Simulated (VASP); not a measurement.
A run of VASP 6.6.1:

Contents of INCAR:

```
PREC = Accurate
ENCUT = 520
EDIFF = 1E-7
ISMEAR = -1
SIGMA = 0.05
LREAL = F
LASPH = T
NELM = 60
ALGO = Normal
ISIF = 2
LWAVE = F
LCHARG = F
NBANDS = 12
```

Contents of KPOINTS:

```
regular mesh
0
Gamma
  20 20 20
```

Contents of POSCAR:

```
Sc
1.0
   -1.3316544576      1.3316544576      1.3316544576
    1.3316544576     -1.3316544576      1.3316544576
    1.3316544576      1.3316544576     -1.3316544576
Sc
1
Direct
    0.0000000000      0.0000000000      0.0000000000
```

Potentials or basis: VASP PAW LDA potentials, release 64 (Sc_sv).

The run is started by

```sh
$ cat potpaw_LDA.64/Sc_sv/POTCAR > POTCAR
$ mpirun -np 1 vasp_std > vasp.out
```

Hardware: 1 thread of Intel(R) Xeon(R) Platinum 8259CL CPU @ 2.50GHz (Skylake/Cascade Lake) (shared host).

How long does it take, and how much memory?

It took 25 s on 1 thread of Intel(R) Xeon(R) Platinum 8259CL CPU @ 2.50GHz (Skylake/Cascade Lake), with other jobs on the host, peak memory 0.14 GiB. Counts: scf iterations 11, k points 256.
